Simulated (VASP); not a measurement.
# NaCl (Pm-3m) in VASP: a series of runs, part 2 of 2

VASP 6.6.1. Earlier steps stand in the parts before.

## (3) Single point, PBE (volume scaled by 1.03)

Contents of INCAR:

```
SYSTEM = NaCl
PREC = Accurate ; ENCUT = 500
EDIFF = 1E-6 ; ISMEAR = -1
SIGMA = 0.02 ; LREAL = .FALSE.
LASPH = .TRUE. ; NELM = 120
ALGO = Normal ; ISIF = 2
LWAVE = .FALSE. ; LCHARG = .FALSE.
GGA = PE ; NBANDS = 14
GGA_COMPAT = .FALSE.
```

Contents of KPOINTS:

```
regular mesh
0
G
  8 8 8
  0 0 0
```

Contents of POSCAR:

```
NaCl
1.0
    2.8883186734      0.0000000000      0.0000000000
    0.0000000000      2.8883186734      0.0000000000
    0.0000000000      0.0000000000      2.8883186734
Na Cl
1 1
Direct
    0.0000000000      0.0000000000      0.0000000000
    0.5000000000      0.5000000000      0.5000000000
```

Potentials or basis: VASP PAW PBE potentials, release 64 (Na_pv, Cl).

Launch:

```
$ cat potpaw_PBE.64/Na_pv/POTCAR potpaw_PBE.64/Cl/POTCAR > POTCAR
$ mpirun -np 1 vasp_std > vasp.out
```

OUTCAR:

```text
SYSTEM = NaCl
   PREC = Accurate
   ENCUT = 500
   EDIFF = 1E-6
   ISMEAR = -1
   LREAL = .FALSE.
   LASPH = .TRUE.
   NELM = 120
   ISIF = 2
   GGA = PE

 ion  position               nearest neighbor table
   1  0.000  0.000  0.000-   2 2.50   2 2.50   2 2.50   2 2.50   2 2.50   2 2.50   2 2.50   2 2.50

   2  0.500  0.500  0.500-   1 2.50   1 2.50   1 2.50   1 2.50   1 2.50   1 2.50   1 2.50   1 2.50

  LATTYP: Found a simple cubic cell.
 ALAT       =     2.8883186734

  Lattice vectors:

 A1 = (   2.8883186734,   0.0000000000,   0.0000000000)
 A2 = (   0.0000000000,   2.8883186734,   0.0000000000)
 A3 = (   0.0000000000,   0.0000000000,   2.8883186734)

Analysis of symmetry for initial positions (statically):
=====================================================================
 Subroutine PRICEL returns:
 Original cell was already a primitive cell.

 Routine SETGRP: Setting up the symmetry group for a
 simple cubic supercell.

 Subroutine GETGRP returns: Found 48 space group operations
 (whereof 48 operations were pure point group operations)
 out of a pool of 48 trial point group operations.

The static configuration has the point symmetry O_h .

Analysis of symmetry for dynamics (positions and initial velocities):
=====================================================================
 Subroutine PRICEL returns:
 Original cell was already a primitive cell.

 Routine SETGRP: Setting up the symmetry group for a
 simple cubic supercell.

 Subroutine GETGRP returns: Found 48 space group operations
 (whereof 48 operations were pure point group operations)
 out of a pool of 48 trial point group operations.

The dynamic configuration has the point symmetry O_h .

 Subroutine INISYM returns: Found 48 space group operations
 (whereof 48 operations are pure point group operations),
 and found     1 'primitive' translations

----------------------------------------------------------------------------------------

                                     Primitive cell

  volume of cell :      24.0955

  direct lattice vectors                    reciprocal lattice vectors
     2.888318673  0.000000000  0.000000000     0.346222184  0.000000000  0.000000000
     0.000000000  2.888318673  0.000000000     0.000000000  0.346222184  0.000000000
     0.000000000  0.000000000  2.888318673     0.000000000  0.000000000  0.346222184

  length of vectors
     2.888318673  2.888318673  2.888318673     0.346222184  0.346222184  0.346222184

  position of ions in fractional coordinates (direct lattice)
     0.000000000  0.000000000  0.000000000
     0.500000000  0.500000000  0.500000000

  ion indices of the primitive-cell ions
   primitive index   ion index
                 1           1
                 2           2

----------------------------------------------------------------------------------------

 KPOINTS: regular mesh

Automatic generation of k-mesh.
 Grid dimensions read from file:
 generate k-points for:    8    8    8

 Generating k-lattice:

  Cartesian coordinates                     Fractional coordinates (reciprocal lattice)
     0.043277773  0.000000000  0.000000000     0.125000000  0.000000000  0.000000000
     0.000000000  0.043277773  0.000000000     0.000000000  0.125000000  0.000000000
     0.000000000  0.000000000  0.043277773     0.000000000  0.000000000  0.125000000

  Length of vectors
     0.043277773  0.043277773  0.043277773

  Shift w.r.t. Gamma in fractional coordinates (k-lattice)
     0.000000000  0.000000000  0.000000000

 Subroutine IBZKPT returns following result:
 ===========================================

 Found     35 irreducible k-points:

 Following reciprocal coordinates:
            Coordinates               Weight
  0.000000  0.000000  0.000000      1.000000
  0.125000  0.000000  0.000000      6.000000
  0.250000  0.000000  0.000000      6.000000
  0.375000  0.000000  0.000000      6.000000
  0.500000  0.000000  0.000000      3.000000
  0.125000  0.125000  0.000000     12.000000
[... 16 lines left out ...]
  0.375000  0.375000  0.125000     24.000000
  0.500000  0.375000  0.125000     24.000000
 [... further k-points ...]
   k-points           NKPTS =     35   k-points in BZ     NKDIM =     35   number of bands    NBANDS=     14
   number of dos      NEDOS =    301   number of ions     NIONS =      2
   total plane-waves  NPLWV =  13824
   dimension x,y,z NGX =    24 NGY =   24 NGZ =   24
   dimension x,y,z NGXF=    48 NGYF=   48 NGZF=   48
   ions per type =               1   1
   NGX,Y,Z   is equivalent  to a cutoff of  13.81, 13.81, 13.81 a.u.
   NGXF,Y,Z  is equivalent  to a cutoff of  27.63, 27.63, 27.63 a.u.
 SYSTEM =  NaCl
   PREC   = accura    normal or accurate (medium, high low for compatibility)
   ISTART =      0    job   : 0-new  1-cont  2-samecut
   ICHARG =      2    charge: 1-file 2-atom 10-const
   ISPIN  =      1    spin polarized calculation?
   LNONCOLLINEAR =      F non collinear calculations
   LSORBIT =      F    spin-orbit coupling
   LASPH  =      T    aspherical Exc in radial PAW
   ENCUT  =  500.0 eV  36.75 Ry    6.06 a.u.   5.27  5.27  5.27*2*pi/ulx,y,z
   NELM   =    120;   NELMIN=  2; NELMDL= -5     # of ELM steps
   EDIFF  = 0.1E-05   stopping-criterion for ELM
   LREAL  =      F    real-space projection
   EDIFFG = 0.1E-04   stopping-criterion for IOM
   NSW    =      0    number of steps for IOM
   IBRION =     -1    ionic relax: 0-MD 1-quasi-New 2-CG
   NFREE  =      0    steps in history (QN), initial steepest desc. (CG)
   ISIF   =      2    stress and relaxation
   ISYM   =      2    0-nonsym 1-usesym 2-fastsym
   POTIM  = 0.5000    time-step for ionic-motion
   TEBEG  =    0.0;   TEEND  =   0.0 temperature during run
   PSTRESS=    0.0 pullay stress
   NELECT =      14.0000    total number of electrons
   NUPDOWN=      -1.0000    fix difference up-down
   EMIN   =  10.00;   EMAX   =-10.00  energy-range for DOS
   EFERMI =   0.00;   METHOD = LEGACY
   ISMEAR =    -1;   SIGMA  =   0.02  broadening in eV -4-tet -1-fermi 0-gaus
   EFERMI_NEDOS =   21; number of points for ismear=-14 and -15
   IALGO  =     38    algorithm
   IMIX   =      4    mixing-type and parameters
     AMIX     =   0.40;   BMIX     =  1.00
     AMIX_MAG =   1.60;   BMIX_MAG =  1.00
  volume/ion in A,a.u.               =      12.05        81.30
  Fermi-wavevector in a.u.,A,eV,Ry     =   1.366068  2.581495 25.390410  1.866142
  Thomas-Fermi vector in A             =   2.492241
   LORBIT       =      0    0 simple, 1 ext, 2 COOP (PROOUT), +10 PAW based schemes
   GGA     = PE    functional components
   LHFCALC =     F    Hartree Fock is set to
   AEXX    =    0.0000 exact exchange contribution
   IVDW    =     0    specifies the selected vdW correction
   LEPSILON=     F    determine dielectric tensor
   LRPA    =     F    only Hartree local field effects (RPA)
 non-spin polarized calculation
  energy-cutoff  :      500.00
  volume of cell :       24.10
 maximum number of plane-waves:       627
 NGX is ok and might be reduce to    24
   NGX = 11   NGY = 11   NGZ = 11

 number of electron      14.0000005 magnetization

 Free energy of the ion-electron system (eV)
  ---------------------------------------------------
  ext. energy  EPLUGINS =         0.00000000
  ---------------------------------------------------
  free energy    TOTEN  =        -4.46907881 eV

  energy without entropy =       -4.46907881  energy(sigma->0) =       -4.46907881

 E-fermi :   6.7507     XC(G=0): -11.2132

 val. band max:        6.3760076413   @ k =   0.5000   0.5000   0.0000
 cond. band min:      10.9067951462   @ k =   0.5000   0.5000   0.0000
 fundamental gap:      4.5307875049
 Fermi energy:         6.7506976695

 k-point     1 :       0.0000    0.0000    0.0000
  band No.  band energies     occupation
      1     -16.2208      2.00000
      2     -16.2208      2.00000
      3     -16.2208      2.00000
      4     -10.3390      2.00000
      5       5.1702      2.00000
      6       5.1702      2.00000
      7       5.1702      2.00000
      8      13.2207      0.00000
      9      13.2207      0.00000
     10      13.5633      0.00000
     11      24.1281      0.00000
     12      24.1281      0.00000
     13      24.1281      0.00000
     14      28.5195      0.00000
[... 375 lines left out ...]
 k-point    24 :       0.5000    0.3750    0.1250
  band No.  band energies     occupation
      1     -16.4645      2.00000
      2     -16.4067      2.00000
      3     -16.2003      2.00000
      4      -8.0658      2.00000
      5       1.0656      2.00000
      6       1.8287      2.00000
      7       5.3897      2.00000
      8      11.8310      0.00000
      9      17.0724      0.00000
     10      17.5308      0.00000
     11      18.4591      0.00000
     12      23.4289      0.00000
     13      23.9159      0.00000
     14      27.8760      0.00000

 [... further k-points ...]
[... 5 lines left out ...]
  --------------------------------------------------------------------------------------
  -------------------------------------------------------------------------------------
  Total        8.7039024      8.7039024      8.7039024      0.0000000     -0.0000000      0.0000000
  in kB      578.7476918    578.7476918    578.7476918      0.0000000     -0.0000000      0.0000000
  external PRESSURE =     578.7476918 kB  Pullay stress =       0.0000000 kB

 VOLUME and BASIS-vectors are now :
 -----------------------------------------------------------------------------
  energy-cutoff  :      500.00
  volume of cell :       24.10
      direct lattice vectors                 reciprocal lattice vectors
     2.888318673  0.000000000  0.000000000     0.346222184  0.000000000  0.000000000
     0.000000000  2.888318673  0.000000000     0.000000000  0.346222184  0.000000000
     0.000000000  0.000000000  2.888318673     0.000000000  0.000000000  0.346222184

 POSITION                                       TOTAL-FORCE (eV/Angst)
 -----------------------------------------------------------------------------------
      0.00000      0.00000      0.00000         0.000000      0.000000      0.000000
      1.44416      1.44416      1.44416         0.000000      0.000000      0.000000
 -----------------------------------------------------------------------------------
    total drift:                                0.000000     -0.000000     -0.000000

  FREE ENERGIE OF THE ION-ELECTRON SYSTEM (eV)
  ---------------------------------------------------
  free  energy   TOTEN  =        -4.4690788061 eV

  energy  without entropy=       -4.4690788061  energy(sigma->0) =       -4.46907881
```

Wall time 8.2 s (1 thread of Intel Xeon Platinum 8488C (Sapphire Rapids), shared host); peak memory 0.13 GiB.

What came out:

| Item | Value |
| --- | --- |
| Free energy | -4.4691 eV |
| Pressure | 57.9 GPa |
| Band gap on the k mesh | 4.53 eV, direct |

Levels at points of the mesh, in eV from the valence-band top:
| k point | band 3 | band 4 | band 5 | band 6 | band 7 | band 8 | band 9 | band 10 | band 11 | band 12 |
| --- | --- | --- | --- | --- | --- | --- | --- | --- | --- | --- |
| (0.00, 0.00, 0.00) | -22.60 | -16.71 | -1.21 | -1.21 | -1.21 | 6.84 | 6.84 | 7.19 | 17.75 | 17.75 |
| (0.50, 0.00, 0.00) | -22.56 | -15.17 | -6.63 | -0.74 | -0.74 | 9.16 | 9.40 | 12.75 | 12.75 | 13.53 |
| (0.50, 0.50, 0.00) | -22.54 | -14.44 | -5.14 | -5.14 | 0.00 | 4.53 | 10.72 | 12.84 | 12.84 | 15.41 |
| (0.50, 0.50, 0.50) | -22.76 | -13.31 | -4.57 | -4.57 | -4.57 | 6.42 | 6.42 | 6.42 | 16.81 | 22.85 |

 A k mesh can miss the band edges.
